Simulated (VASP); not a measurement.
# Al3Zn2As3Se2 (an interface model) in VASP: single point with PBE

Aim: the single point of Al3Zn2As3Se2 (an interface model) with PBE.

All numbers are computed with VASP 6.6.1; they aren't measurements. Logs are shortened: lines on timing, memory, paths and dates and some standing lists are left out, and cuts for length are marked.

### Step 1. The cell of the first run

The cell holds layers of an interface, 10 atoms: a = 4.050 Å, b = 4.050 Å, c = 13.351 Å, α = 90.00°, β = 90.00°, γ = 120.00°.

### Step 2. Single point, PBE

INCAR reads:

```
  ALGO = Normal
  EDIFF = 1E-7
  ENCUT = 520
  GGA = PE
  ISIF = 2
  ISMEAR = 0
  LASPH = T
  LCHARG = F
  LREAL = F
  LWAVE = F
  NBANDS = 41
  NELM = 80
  PREC = Accurate
  SIGMA = 0.05
```

KPOINTS reads:

```
k-points
0
Gamma
  9 9 2
```

POSCAR reads:

```
Al3Zn2As3Se2
1.0
    4.0502457815      0.0000000000      0.0000000000
   -2.0251228907      3.5076157383      0.0000000000
    0.0000000000      0.0000000000     13.3506542792
Al As Zn Se
3 3 2 2
Direct
    0.3333333333      0.6666666667      0.0374513480
    0.6666666667      1.3333333333      0.2851554503
    1.0000000000      2.0000000000      0.5328595525
    0.6666666667      1.3333333333      0.0993773736
    1.0000000000      2.0000000000      0.3470814758
    1.3333333333      2.6666666667      0.5947855781
    1.8333333333      3.1666666667      0.7003983795
    2.1666666667      3.8333333333      0.9484687779
    2.1666666667      3.8333333333      0.7624159791
    2.5000000000      4.5000000000      1.0104863775
```

Potentials or basis: VASP PAW PBE potentials, release 64 (Al, As, Zn, Se).

Started as:

```
> cat potpaw_PBE.64/Al/POTCAR potpaw_PBE.64/As/POTCAR potpaw_PBE.64/Zn/POTCAR potpaw_PBE.64/Se/POTCAR > POTCAR
> mpirun -np 1 vasp_std > vasp.out
```

OUTCAR:

```text
EDIFF = 1E-7
   ENCUT = 520
   GGA = PE
   ISIF = 2
   ISMEAR = 0
   LASPH = T
   LREAL = F
   NELM = 80
   PREC = Accurate

 ion  position               nearest neighbor table
   1  0.333  0.667  0.037-  10 1.22   8 1.67   4 2.48   4 2.48   4 2.48
   2  0.667  0.333  0.285-   5 2.48   5 2.48   5 2.48   4 2.48
   3  0.000  0.000  0.533-   6 2.48   6 2.48   5 2.48   6 2.48   7 2.52
   4  0.667  0.333  0.099-  10 1.67   1 2.48   1 2.48   2 2.48   1 2.48   8 2.86   8 2.86
   5  0.000  0.000  0.347-   2 2.48   2 2.48   2 2.48   3 2.48
   6  0.333  0.667  0.595-   7 2.47   7 2.47   3 2.48   3 2.48   3 2.48   9 2.52
   7  0.833  0.167  0.700-   6 2.47   6 2.47   9 2.48   9 2.48   9 2.48   3 2.52
   8  0.167  0.833  0.948-   1 1.67  10 2.48  10 2.48  10 2.48   9 2.48   4 2.86   4 2.86
   9  0.167  0.833  0.762-   7 2.48   7 2.48   7 2.48   8 2.48   6 2.52
  10  0.500  0.500  0.010-   1 1.22   4 1.67   8 2.48   8 2.48   8 2.48

 -----------------------------------------------------------------------------
|                                                                             |
|           W    W    AA    RRRRR   N    N  II  N    N   GGGG   !!!           |
|           W    W   A  A   R    R  NN   N  II  NN   N  G    G  !!!           |
|           W    W  A    A  R    R  N N  N  II  N N  N  G       !!!           |
|           W WW W  AAAAAA  RRRRR   N  N N  II  N  N N  G  GGG   !            |
|           WW  WW  A    A  R   R   N   NN  II  N   NN  G    G                |
|           W    W  A    A  R    R  N    N  II  N    N   GGGG   !!!           |
|                                                                             |
|     The distance between some ions is very small. Please check the          |
|     nearest-neighbor list in the OUTCAR file.                               |
|     I HOPE YOU KNOW WHAT YOU ARE DOING!                                     |
|                                                                             |
 -----------------------------------------------------------------------------

  LATTYP: Found a hexagonal cell.
 ALAT       =     4.0502457815
 C/A-ratio  =     3.2962578074

  Lattice vectors:

 A1 = (   4.0502457815,   0.0000000000,   0.0000000000)
 A2 = (  -2.0251228907,   3.5076157383,   0.0000000000)
 A3 = (   0.0000000000,   0.0000000000,  13.3506542792)

Analysis of symmetry for initial positions (statically):
=====================================================================
 Subroutine PRICEL returns:
 Original cell was already a primitive cell.

 Routine SETGRP: Setting up the symmetry group for a
 hexagonal supercell.

 Subroutine GETGRP returns: Found  2 space group operations
 (whereof  2 operations were pure point group operations)
 out of a pool of 24 trial point group operations.

The static configuration has the point symmetry C_1h.

Analysis of symmetry for dynamics (positions and initial velocities):
[... 142 lines left out ...]
   ISMEAR =     0;   SIGMA  =   0.05  broadening in eV -4-tet -1-fermi 0-gaus
   EFERMI_NEDOS =   21; number of points for ismear=-14 and -15
   IALGO  =     38    algorithm
   IMIX   =      4    mixing-type and parameters
     AMIX     =   0.40;   BMIX     =  1.00
     AMIX_MAG =   1.60;   BMIX_MAG =  1.00
  volume/ion in A,a.u.               =      18.97       127.99
  Fermi-wavevector in a.u.,A,eV,Ry     =   1.115475  2.107943 16.929525  1.244285
  Thomas-Fermi vector in A             =   2.252080
   LORBIT       =      0    0 simple, 1 ext, 2 COOP (PROOUT), +10 PAW based schemes
   GGA     = PE    functional components
   LHFCALC =     F    Hartree Fock is set to
   AEXX    =    0.0000 exact exchange contribution
   IVDW    =     0    specifies the selected vdW correction
   LEPSILON=     F    determine dielectric tensor
   LRPA    =     F    only Hartree local field effects (RPA)
 non-spin polarized calculation
 Gauss-broadening in eV      SIGMA  =   0.05
  energy-cutoff  :      520.00
  volume of cell :      189.67
 maximum number of plane-waves:      5150
 NGX is ok and might be reduce to    30
   NGX = 15   NGY = 15   NGZ = 49

 number of electron      60.0000033 magnetization

 Free energy of the ion-electron system (eV)
  ---------------------------------------------------
  ext. energy  EPLUGINS =         0.00000000
  ---------------------------------------------------
  free energy    TOTEN  =        20.02136245 eV

  energy without entropy =       20.02726723  energy(sigma->0) =       20.02431484

 E-fermi :   5.8768     XC(G=0):  -9.8153

 val. band max:        5.8705474106   @ k =   0.3333   0.0000   0.0000
 cond. band min:       5.8817724742   @ k =   0.1111   0.0000   0.5000
 fundamental gap:      0.0112250637
 Fermi energy:         5.8767623338

 k-point     1 :       0.0000    0.0000    0.0000
  band No.  band energies     occupation
      1     -15.0258      2.00000
      2      -9.5764      2.00000
      3      -6.8370      2.00000
      4      -6.3945      2.00000
      5      -6.0548      2.00000
      6      -4.6318      2.00000
[... 1045 lines left out ...]
     40      10.4709      0.00000
     41      10.5869      0.00000

 [... further k-points ...]
[... 5 lines left out ...]
  --------------------------------------------------------------------------------------
  -------------------------------------------------------------------------------------
  Total      162.1387026     65.2715665     85.0078173    -83.8894006     -0.3394011      0.5878994
  in kB     1369.6239372    551.3643473    718.0811221   -708.6335917     -2.8670009      4.9661248
  external PRESSURE =     879.6898022 kB  Pullay stress =       0.0000000 kB

 VOLUME and BASIS-vectors are now :
 -----------------------------------------------------------------------------
  energy-cutoff  :      520.00
  volume of cell :      189.67
      direct lattice vectors                 reciprocal lattice vectors
     4.050245782  0.000000000  0.000000000     0.246898597  0.142546971  0.000000000
    -2.025122891  3.507615738  0.000000000     0.000000000  0.285093943  0.000000000
     0.000000000  0.000000000 13.350654279     0.000000000  0.000000000  0.074902696

 POSITION                                       TOTAL-FORCE (eV/Angst)
 -----------------------------------------------------------------------------------
     -0.00000      2.33841      0.50000       -95.801712     55.311144     51.630290
      2.02512      1.16921      3.80701        -0.423790      0.244675      0.389558
      0.00000      0.00000      7.11402         0.426473     -0.246224     -1.463164
      2.02512      1.16921      1.32675        26.212849    -15.133995     30.794433
      0.00000      0.00000      4.63376        -0.051147      0.029530     -0.259507
     -0.00000      2.33841      7.94078         1.062608     -0.613497     -3.645084
      3.03768      0.58460      9.35078         0.009292     -0.005365      1.336238
     -1.01256      2.92301     12.66268       -12.254775      7.075297    -16.777157
     -1.01256      2.92301     10.17875        -1.524421      0.880125      3.225041
      1.01256      1.75381      0.14000        82.344623    -47.541690    -65.230647
 -----------------------------------------------------------------------------------
    total drift:                               -0.000656      0.000379      0.000735

  FREE ENERGIE OF THE ION-ELECTRON SYSTEM (eV)
  ---------------------------------------------------
  free  energy   TOTEN  =        20.0213624532 eV

  energy  without entropy=       20.0272672272  energy(sigma->0) =       20.02431484
```

OSZICAR:

```text
N       E                     dE             d eps       ncg     rms          rms(c)
DAV:   1     0.473933058370E+03    0.47393E+03   -0.25255E+04  4100   0.145E+03
DAV:   2     0.739982198374E+02   -0.39993E+03   -0.38023E+03  4174   0.333E+02
DAV:   3     0.185696186571E+02   -0.55429E+02   -0.53524E+02  5026   0.121E+02
DAV:   4     0.161002734725E+02   -0.24693E+01   -0.24411E+01  5000   0.241E+01
DAV:   5     0.160412379110E+02   -0.59036E-01   -0.58969E-01  5152   0.385E+00    0.273E+01
DAV:   6     0.196293787128E+02    0.35881E+01   -0.88826E+00  6174   0.547E+01    0.163E+01
DAV:   7     0.198817242771E+02    0.25235E+00   -0.76735E+00  4930   0.171E+01    0.361E+00
DAV:   8     0.199892933356E+02    0.10757E+00   -0.11629E+00  5251   0.866E+00    0.218E+00
DAV:   9     0.200198763852E+02    0.30583E-01   -0.15825E-01  5356   0.350E+00    0.175E+00
DAV:  10     0.200203243361E+02    0.44795E-03   -0.38869E-02  5174   0.115E+00    0.103E+00
DAV:  11     0.200212746846E+02    0.95035E-03   -0.68289E-03  5616   0.741E-01    0.180E-01
DAV:  12     0.200213848157E+02    0.11013E-03   -0.13093E-03  5088   0.352E-01    0.784E-02
DAV:  13     0.200213659876E+02   -0.18828E-04   -0.31879E-04  5205   0.884E-02    0.553E-02
DAV:  14     0.200213610070E+02   -0.49806E-05   -0.48235E-05  4717   0.358E-02    0.974E-03
DAV:  15     0.200213628394E+02    0.18323E-05   -0.10385E-05  5215   0.283E-02    0.415E-03
DAV:  16     0.200213625958E+02   -0.24355E-06   -0.20900E-06  4671   0.916E-03    0.217E-03
DAV:  17     0.200213624798E+02   -0.11596E-06   -0.42900E-07  4863   0.336E-03    0.996E-04
DAV:  18     0.200213624532E+02   -0.26592E-07   -0.57166E-08  2378   0.151E-03
   1 F= 0.20021362E+02 E0= 0.20024315E+02  d E =-.590477E-02
```

Wall time 8.2 min (1 thread of Intel Xeon Platinum 8259CL at 2.50GHz (Skylake/Cascade Lake), shared host); peak memory 0.52 GiB.

Results:

| Quantity | Value |
| --- | --- |
| Free energy | 20.0214 eV |
| Pressure | 88.0 GPa |
| Largest force | 122.078 eV/Å |
| Band gap on the k mesh | zero (band 30 reaches 5.93 eV, above the bottom of band 31 at 5.26 eV) |

Forces in eV/Å, atoms in the order of the input:
```
Al  -95.802  55.311  51.630
Al   -0.424   0.245   0.390
Al    0.426  -0.246  -1.463
As   26.213 -15.134  30.794
As   -0.051   0.030  -0.260
As    1.063  -0.613  -3.645
Zn    0.009  -0.005   1.336
Zn  -12.255   7.075 -16.777
Se   -1.524   0.880   3.225
Se   82.345 -47.542 -65.231
```
